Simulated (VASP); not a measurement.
# KF (Pm-3m) in VASP: further runs

KF is run at these levels: PBEsol, r2SCAN+rVV10; tasks: single point, relaxation of cell and atoms.

All numbers are computed with VASP 6.6.1; they aren't measurements. Logs are shortened: lines on timing, memory, paths and dates and some standing lists are left out, and cuts for length are marked.

## Step 1: The cell of the first run

It takes space group Pm-3m (No. 221, cubic). Conventional cell: a = 3.177 Å, b = 3.177 Å, c = 3.177 Å, α = 90.00°, β = 90.00°, γ = 90.00°. Within 3.6 Å of K (site symmetry m-3m) lie 8 F at 2.75 Å and 6 K at 3.18 Å. F (site symmetry m-3m) has 8 K at 2.75 Å and 6 F at 3.18 Å within 3.6 Å.

## Step 2: Single point, PBEsol

File INCAR:

```
  PREC = Accurate
  ENCUT = 520
  EDIFF = 1E-6
  ISMEAR = -1
  SIGMA = 0.03
  LREAL = False
  LASPH = True
  NELM = 60
  ALGO = Normal
  ISIF = 2
  LWAVE = False
  LCHARG = True
  GGA = PS
  LELF = True
  LVHAR = True
  NBANDS = 15
```

File KPOINTS:

```
Automatic mesh
0
Gamma
  6 6 6
```

File POSCAR:

```
KF
1.0
    3.1768331956      0.0000000000      0.0000000000
    0.0000000000      3.1768331956      0.0000000000
    0.0000000000      0.0000000000      3.1768331956
K F
1 1
Direct
    0.0000000000      0.0000000000      0.0000000000
    0.5000000000      0.5000000000      0.5000000000
```

Potentials or basis: VASP PAW PBE potentials, release 64 (K_sv, F).

Run with:

```console
cat potpaw_PBE.64/K_sv/POTCAR potpaw_PBE.64/F/POTCAR > POTCAR
mpirun -np 1 vasp_std > vasp.out
```

OUTCAR:

```text
PREC = Accurate
   ENCUT = 520
   EDIFF = 1E-6
   ISMEAR = -1
   LREAL = False
   LASPH = True
   NELM = 60
   ISIF = 2
   GGA = PS

 ion  position               nearest neighbor table
   1  0.000  0.000  0.000-   2 2.75   2 2.75   2 2.75   2 2.75   2 2.75   2 2.75   2 2.75   2 2.75

   2  0.500  0.500  0.500-   1 2.75   1 2.75   1 2.75   1 2.75   1 2.75   1 2.75   1 2.75   1 2.75

  LATTYP: Found a simple cubic cell.
 ALAT       =     3.1768331956

  Lattice vectors:

 A1 = (   3.1768331956,   0.0000000000,   0.0000000000)
 A2 = (   0.0000000000,   3.1768331956,   0.0000000000)
 A3 = (   0.0000000000,   0.0000000000,   3.1768331956)

Analysis of symmetry for initial positions (statically):
=====================================================================
 Subroutine PRICEL returns:
 Original cell was already a primitive cell.

 Routine SETGRP: Setting up the symmetry group for a
 simple cubic supercell.

 Subroutine GETGRP returns: Found 48 space group operations
 (whereof 48 operations were pure point group operations)
 out of a pool of 48 trial point group operations.

The static configuration has the point symmetry O_h .

Analysis of symmetry for dynamics (positions and initial velocities):
=====================================================================
 Subroutine PRICEL returns:
 Original cell was already a primitive cell.

 Routine SETGRP: Setting up the symmetry group for a
 simple cubic supercell.

 Subroutine GETGRP returns: Found 48 space group operations
 (whereof 48 operations were pure point group operations)
 out of a pool of 48 trial point group operations.

The dynamic configuration has the point symmetry O_h .

 Subroutine INISYM returns: Found 48 space group operations
 (whereof 48 operations are pure point group operations),
 and found     1 'primitive' translations

----------------------------------------------------------------------------------------

                                     Primitive cell

  volume of cell :      32.0615

  direct lattice vectors                    reciprocal lattice vectors
     3.176833196  0.000000000  0.000000000     0.314778881  0.000000000  0.000000000
     0.000000000  3.176833196  0.000000000     0.000000000  0.314778881  0.000000000
     0.000000000  0.000000000  3.176833196     0.000000000  0.000000000  0.314778881

  length of vectors
     3.176833196  3.176833196  3.176833196     0.314778881  0.314778881  0.314778881

  position of ions in fractional coordinates (direct lattice)
     0.000000000  0.000000000  0.000000000
[... 83 lines left out ...]
   PSTRESS=    0.0 pullay stress
   NELECT =      16.0000    total number of electrons
   NUPDOWN=      -1.0000    fix difference up-down
   EMIN   =  10.00;   EMAX   =-10.00  energy-range for DOS
   EFERMI =   0.00;   METHOD = LEGACY
   ISMEAR =    -1;   SIGMA  =   0.03  broadening in eV -4-tet -1-fermi 0-gaus
   EFERMI_NEDOS =   21; number of points for ismear=-14 and -15
   IALGO  =     38    algorithm
   IMIX   =      4    mixing-type and parameters
     AMIX     =   0.40;   BMIX     =  1.00
     AMIX_MAG =   1.60;   BMIX_MAG =  1.00
  volume/ion in A,a.u.               =      16.03       108.18
  Fermi-wavevector in a.u.,A,eV,Ry     =   1.298535  2.453876 22.942060  1.686194
  Thomas-Fermi vector in A             =   2.429857
   LORBIT       =      0    0 simple, 1 ext, 2 COOP (PROOUT), +10 PAW based schemes
   GGA     = PS    functional components
   LHFCALC =     F    Hartree Fock is set to
   AEXX    =    0.0000 exact exchange contribution
   IVDW    =     0    specifies the selected vdW correction
   LEPSILON=     F    determine dielectric tensor
   LRPA    =     F    only Hartree local field effects (RPA)
 non-spin polarized calculation
  energy-cutoff  :      520.00
  volume of cell :       32.06
 maximum number of plane-waves:       912
 NGX is ok and might be reduce to    24
   NGX = 11   NGY = 11   NGZ = 11

 number of electron      15.9999985 magnetization

 Free energy of the ion-electron system (eV)
  ---------------------------------------------------
  ext. energy  EPLUGINS =         0.00000000
  ---------------------------------------------------
  free energy    TOTEN  =        -8.35635954 eV

  energy without entropy =       -8.35635954  energy(sigma->0) =       -8.35635954

 E-fermi :  -1.2731     XC(G=0):  -9.6511

 val. band max:       -1.9078360071   @ k =   0.5000   0.5000   0.0000
 cond. band min:       4.7252063453   @ k =   0.0000   0.0000   0.0000
 fundamental gap:      6.6330423524
 Fermi energy:        -1.2731134989

 k-point     1 :       0.0000    0.0000    0.0000
  band No.  band energies     occupation
      1     -28.5768      2.00000
      2     -20.7502      2.00000
      3     -11.5621      2.00000
      4     -11.5621      2.00000
      5     -11.5621      2.00000
      6      -1.9440      2.00000
      7      -1.9440      2.00000
      8      -1.9440      2.00000
      9       4.7252      0.00000
     10       6.3746      0.00000
     11       6.3746      0.00000
     12      12.4230      0.00000
     13      12.4230      0.00000
     14      12.4230      0.00000
[... 329 lines left out ...]
      2     -20.5578      2.00000
      3     -12.2603      2.00000
      4     -12.2603      2.00000
      5     -12.2603      2.00000
      6      -3.1093      2.00000
      7      -3.1093      2.00000
      8      -3.1093      2.00000
      9       8.8163      0.00000
     10       8.8163      0.00000
     11       8.8163      0.00000
     12      13.9971      0.00000
     13      13.9971      0.00000
     14      13.9971      0.00000
     15      14.3205      0.00000

------------------------ aborting loop because EDIFF is reached ----------------------------------------

  FORCE on cell =-STRESS in cart. coord.  units (eV):
  Direction    XX          YY          ZZ          XY          YZ          ZX
  --------------------------------------------------------------------------------------
  -------------------------------------------------------------------------------------
  Total        0.0094510      0.0094510      0.0094510      0.0000000      0.0000000     -0.0000000
  in kB        0.4722845      0.4722845      0.4722845      0.0000000      0.0000000     -0.0000000
  external PRESSURE =       0.4722845 kB  Pullay stress =       0.0000000 kB

 VOLUME and BASIS-vectors are now :
 -----------------------------------------------------------------------------
  energy-cutoff  :      520.00
  volume of cell :       32.06
      direct lattice vectors                 reciprocal lattice vectors
     3.176833196  0.000000000  0.000000000     0.314778881  0.000000000  0.000000000
     0.000000000  3.176833196  0.000000000     0.000000000  0.314778881  0.000000000
     0.000000000  0.000000000  3.176833196     0.000000000  0.000000000  0.314778881

 POSITION                                       TOTAL-FORCE (eV/Angst)
 -----------------------------------------------------------------------------------
      0.00000      0.00000      0.00000         0.000000      0.000000      0.000000
      1.58842      1.58842      1.58842         0.000000      0.000000      0.000000
 -----------------------------------------------------------------------------------
    total drift:                                0.000000      0.000000     -0.000000

  FREE ENERGIE OF THE ION-ELECTRON SYSTEM (eV)
  ---------------------------------------------------
  free  energy   TOTEN  =        -8.3563595366 eV

  energy  without entropy=       -8.3563595366  energy(sigma->0) =       -8.35635954
```

OSZICAR:

```text
N       E                     dE             d eps       ncg     rms          rms(c)
DAV:   1     0.109936399132E+03    0.10994E+03   -0.84715E+03   600   0.107E+03
DAV:   2    -0.561065626371E+01   -0.11555E+03   -0.10786E+03   811   0.296E+02
DAV:   3    -0.931281764278E+01   -0.37022E+01   -0.36885E+01   785   0.463E+01
DAV:   4    -0.942382199584E+01   -0.11100E+00   -0.11100E+00   818   0.713E+00
DAV:   5    -0.942460249521E+01   -0.78050E-03   -0.78049E-03   827   0.618E-01    0.560E+00
DAV:   6    -0.842869341722E+01    0.99591E+00   -0.22251E+00   635   0.132E+01    0.420E+00
DAV:   7    -0.838082804604E+01    0.47865E-01   -0.70080E-02   729   0.229E+00    0.229E+00
DAV:   8    -0.835573921396E+01    0.25089E-01   -0.41418E-02   691   0.211E+00    0.326E-01
DAV:   9    -0.835625929471E+01   -0.52008E-03   -0.29267E-03   751   0.521E-01    0.110E-01
DAV:  10    -0.835632425108E+01   -0.64956E-04   -0.32519E-04   710   0.187E-01    0.879E-02
DAV:  11    -0.835636269388E+01   -0.38443E-04   -0.41194E-05   706   0.683E-02    0.154E-02
DAV:  12    -0.835635965371E+01    0.30402E-05   -0.58281E-06   803   0.289E-02    0.267E-03
DAV:  13    -0.835635953663E+01    0.11708E-06   -0.70567E-07   496   0.828E-03
   1 F= -.83563595E+01 E0= -.83563595E+01  d E =-.405199E-10
```

Run time: 12 s. Hardware: 1 thread of Intel Xeon 8259CL, shared host; peak memory 0.13 GiB.

What came out:

```
Free energy            : -8.3564 eV
Pressure               : 0.0 GPa
Band gap on the k mesh : 6.63 eV, indirect (least direct gap 6.67 eV)
```

Caveat: the PAW data sets were made with another functional, which shifts forces and pressure a little.

## Step 3: Relaxation of cell and atoms, PBEsol

This run uses another cell than the first one, of 18.70 Å³/atom, 1.167 times its volume.

File INCAR:

```
SYSTEM = KF
PREC     = Accurate       ! precision mode
ENCUT    = 600            ! plane-wave cutoff, eV
EDIFF    = 1E-7           ! SCF threshold, eV
ISMEAR   = -1             ! smearing method
SIGMA    = 0.03           ! smearing width, eV
LREAL    = .FALSE.        ! projectors in reciprocal space
LASPH    = .TRUE.         ! aspherical terms in the spheres
NELM     = 60             ! most SCF steps
ALGO     = Normal         ! electronic algorithm
ISIF     = 3              ! what is computed and relaxed
LWAVE    = .FALSE.        ! write WAVECAR
LCHARG   = .FALSE.        ! write CHGCAR
GGA      = PS             ! functional
IBRION   = 2              ! ionic algorithm
NSW      = 100            ! ionic steps
EDIFFG   = -0.01          ! ionic threshold
```

File KPOINTS:

```
Automatic mesh
0
G
  6 6 6
  0 0 0
```

File POSCAR:

```
KF
1.0
    3.3443513200      0.0000000000      0.0000000000
    0.0000000000      3.3443513200      0.0000000000
    0.0000000000      0.0000000000      3.3443513200
K F
1 1
Direct
    0.0000000000      0.0000000000      0.0000000000
    0.5000000000      0.5000000000      0.5000000000
```

Potentials or basis: VASP PAW PBE potentials, release 64 (K_sv, F).

Run with:

```console
cat potpaw_PBE.64/K_sv/POTCAR potpaw_PBE.64/F/POTCAR > POTCAR
mpirun -np 1 vasp_std > vasp.out
```

OUTCAR:

```text
SYSTEM = KF
   PREC = Accurate
   ENCUT = 600
   EDIFF = 1E-7
   ISMEAR = -1
   LREAL = .FALSE.
   LASPH = .TRUE.
   NELM = 60
   ISIF = 3
   GGA = PS
   IBRION = 2
   NSW = 100
   EDIFFG = -0.01

 ion  position               nearest neighbor table
   1  0.000  0.000  0.000-
   2  0.500  0.500  0.500-

  LATTYP: Found a simple cubic cell.
 ALAT       =     3.3443513200

  Lattice vectors:

 A1 = (   3.3443513200,   0.0000000000,   0.0000000000)
 A2 = (   0.0000000000,   3.3443513200,   0.0000000000)
 A3 = (   0.0000000000,   0.0000000000,   3.3443513200)

Analysis of symmetry for initial positions (statically):
=====================================================================
 Subroutine PRICEL returns:
 Original cell was already a primitive cell.

 Routine SETGRP: Setting up the symmetry group for a
 simple cubic supercell.

 Subroutine GETGRP returns: Found 48 space group operations
 (whereof 48 operations were pure point group operations)
 out of a pool of 48 trial point group operations.

[... 147 lines left out ...]

--------------------------------------- Ionic step        1  -------------------------------------------

 number of electron      15.9999998 magnetization

 Free energy of the ion-electron system (eV)
  ---------------------------------------------------
  ext. energy  EPLUGINS =         0.00000000
  ---------------------------------------------------
  free energy    TOTEN  =        -8.28580521 eV

  energy without entropy =       -8.28580521  energy(sigma->0) =       -8.28580521

------------------------ aborting loop because EDIFF is reached ----------------------------------------

  FORCE on cell =-STRESS in cart. coord.  units (eV):
  Direction    XX          YY          ZZ          XY          YZ          ZX
  --------------------------------------------------------------------------------------
  -------------------------------------------------------------------------------------
  Total       -0.9714995     -0.9714995     -0.9714995      0.0000000      0.0000000      0.0000000
  in kB      -41.6118959    -41.6118959    -41.6118959      0.0000000      0.0000000      0.0000000
  external PRESSURE =     -41.6118959 kB  Pullay stress =       0.0000000 kB
[... 95 lines left out ...]
--------------------------------------- Ionic step        4  -------------------------------------------

 number of electron      15.9999990 magnetization

 Free energy of the ion-electron system (eV)
  ---------------------------------------------------
  ext. energy  EPLUGINS =         0.00000000
  ---------------------------------------------------
  free energy    TOTEN  =        -8.36710781 eV

  energy without entropy =       -8.36710781  energy(sigma->0) =       -8.36710781

 E-fermi :  -1.1783     XC(G=0):  -9.6606

 val. band max:       -1.9068973122   @ k =   0.5000   0.5000   0.0000
 cond. band min:       4.7440866883   @ k =   0.0000   0.0000   0.0000
 fundamental gap:      6.6509840006
 Fermi energy:        -1.1783362173

 k-point     1 :       0.0000    0.0000    0.0000
  band No.  band energies     occupation
      1     -28.5675      2.00000
      2     -20.7496      2.00000
      3     -11.5503      2.00000
      4     -11.5503      2.00000
      5     -11.5503      2.00000
      6      -1.9422      2.00000
      7      -1.9422      2.00000
      8      -1.9422      2.00000
      9       4.7441      0.00000
     10       6.3816      0.00000
     11       6.3816      0.00000
     12      12.4402      0.00000
[... 312 lines left out ...]
  FREE ENERGIE OF THE ION-ELECTRON SYSTEM (eV)
  ---------------------------------------------------
  free  energy   TOTEN  =        -8.3671078054 eV

  energy  without entropy=       -8.3671078054  energy(sigma->0) =       -8.36710781

 reached required accuracy - stopping structural energy minimisation
```

OSZICAR:

```text
N       E                     dE             d eps       ncg     rms          rms(c)
DAV:   1     0.132835482056E+03    0.13284E+03   -0.93416E+03   480   0.147E+03
DAV:   2    -0.407061219710E+01   -0.13691E+03   -0.12847E+03   620   0.360E+02
DAV:   3    -0.928215435882E+01   -0.52115E+01   -0.51920E+01   628   0.659E+01
[... 41 lines left out ...]
DAV:   4    -0.836702921402E+01    0.28605E-03   -0.13266E-03   816   0.288E-01    0.153E-01
DAV:   5    -0.836709815659E+01   -0.68943E-04   -0.89806E-05   768   0.758E-02    0.197E-02
DAV:   6    -0.836710609538E+01   -0.79388E-05   -0.35891E-05   856   0.492E-02    0.677E-03
DAV:   7    -0.836710783727E+01   -0.17419E-05   -0.93999E-07   572   0.102E-02    0.735E-04
DAV:   8    -0.836710780539E+01    0.31886E-07   -0.19473E-08   360   0.152E-03
   4 F= -.83671078E+01 E0= -.83671078E+01  d E =-.813026E-01
```

CONTCAR:

```text
KF
   1.00000000000000
     3.1748928719523750    0.0000000000000000    0.0000000000000000
     0.0000000000000000    3.1748928719523750    0.0000000000000000
     0.0000000000000000    0.0000000000000000    3.1748928719523750
  K               F
     1     1
Direct
     0.0000000000000000    0.0000000000000000    0.0000000000000000
     0.5000000000000000    0.5000000000000000    0.5000000000000000

  0.00000000E+00  0.00000000E+00  0.00000000E+00
  0.00000000E+00  0.00000000E+00  0.00000000E+00
```

Run time: 65 s. Hardware: 1 thread of Intel Xeon 8259CL, shared host; peak memory 0.17 GiB.

Results:

```
Free energy                            : -8.3671 eV
Relaxed volume                         : 16.00 Å³/atom
Relaxed cell                           : a = 3.175 Å, b = 3.175 Å, c = 3.175 Å, α = 90.00°, β = 90.00°, γ = 90.00°
Space group after relaxing (to 0.05 Å) : Pm-3m (No. 221)
Energy gained by relaxing              : 40.7 meV/atom
Ionic steps                            : 4
Pressure after relaxing                : 0.1 GPa
Band gap on the k mesh                 : 6.65 eV, indirect (least direct gap 6.69 eV)
```

Step by step:
```csv
step,energy change (eV),largest force (eV/Å),pressure (GPa),volume (Å³)
1,0.0000,0.0000,-4.16,37.41
2,-0.0559,0.0000,-2.69,34.84
3,-0.0809,0.0000,-0.39,32.38
4,-0.0813,0.0000,0.06,32.00
```

Final structure:
```
K F
1.0
     3.17489    0.00000    0.00000
     0.00000    3.17489    0.00000
     0.00000    0.00000    3.17489
K F
1 1
Cartesian
  0.0000 0.0000 0.0000
  1.5874 1.5874 1.5874
```

Caveat: the PAW data sets were made with another functional, which shifts forces and pressure a little.

(Part 1 of 2 ends here.)
